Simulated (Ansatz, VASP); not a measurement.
**One calculation of ScAl2N3, two programs**

Contents of INCAR:

```
PREC     = Accurate       # precision mode
ENCUT    = 600            # plane-wave cutoff, eV
EDIFF    = 1E-6           # SCF threshold, eV
ISMEAR   = 0              # smearing method
SIGMA    = 0.1            # smearing width, eV
LREAL    = False          # projectors in reciprocal space
LASPH    = True           # aspherical terms in the spheres
NELM     = 60             # most SCF steps
ALGO     = Normal         # electronic algorithm
ISIF     = 3              # what is computed and relaxed
LWAVE    = False          # write WAVECAR
LCHARG   = False          # write CHGCAR
GGA      = PE             # functional
IBRION   = 2              # ionic algorithm
NSW      = 90             # ionic steps
EDIFFG   = -0.04          # ionic threshold
```

File KPOINTS:

```
Automatic mesh
0
Gamma
  6 6 4
```

Contents of POSCAR:

```
ScAl2N3
1.0
    3.9235460400      0.0000000000      0.0000000000
   -1.9617730200      3.3978905400      0.0000000000
    0.0000000000      0.0000000000      7.2020153400
Sc Al N
1 2 3
Direct
    0.0000000000      0.0000000000      0.5000000000
    0.3333333300      0.6666666700      0.0000000000
    0.6666666700      0.3333333300      0.0000000000
    0.0000000000      0.0000000000      0.0000000000
    0.3333333300      0.6666666700      0.5000000000
    0.6666666700      0.3333333300      0.5000000000
```

Input for Ansatz:

```yaml
crystal:
  lattice:
    - [3.92354604, 0.0, 0.0]
    - [-1.96177302, 3.39789054, 0.0]
    - [0.0, 0.0, 7.20201534]
  atoms:
    - { symbol: Sc, position: [0.0, 0.0, 0.5] }
    - { symbol: Al, position: [0.33333333, 0.66666667, 0.0] }
    - { symbol: Al, position: [0.66666667, 0.33333333, 0.0] }
    - { symbol: "N", position: [0.0, 0.0, 0.0] }
    - { symbol: "N", position: [0.33333333, 0.66666667, 0.5] }
    - { symbol: "N", position: [0.66666667, 0.33333333, 0.5] }
basis:
  ecutwfc: 420
kpoints:
  mp_grid: { grid: [6, 6, 4] }
hamiltonian:
  xc: pbe
scf:
  occupations: { method: gaussian, width: 0.1 }
  lower_state_search: "off"
output:
  forces: true
  stress: true
  eigenvalues: true
relax:
  adjacent_minimum: "off"
  f_tol: 0.04
  max_steps: 70
  cell: { stress_tol: 0.4 }
```

Alike in both runs: task relaxation of cell and atoms; functional PBE; k mesh 6 × 6 × 4; occupations gaussian, width 0.1 eV; no spin polarisation.

|  | VASP | Ansatz |
| --- | --- | --- |
| version | VASP 6.6.1 | Ansatz 0.2.0 |
| potentials or method | VASP PAW PBE potentials, release 64 (Sc_sv, Al, N), cutoff 600 eV | scalar-relativistic, plane waves, PAW |
| valence electrons in the cell | 32 | 32 |

Ansatz gave:

- gap on the k mesh at the Fermi level, each at its own relaxed structure (eV): none
- relaxed volume (Å³/atom): 11.85
- relaxed cell length with the largest relative difference (Å): 4.615

Problem. Estimate VASP's values.

Solution. gap on the k mesh at the Fermi level, each at its own relaxed structure (eV): none; relaxed volume (Å³/atom): 11.76; relaxed cell length with the largest relative difference (Å): 4.583.

A gap of «none» marks a metal or a gap that the smearing closes.

Noted on VASP's run: the volume moved by over 15 % at a fixed basis, so the end points are rough.
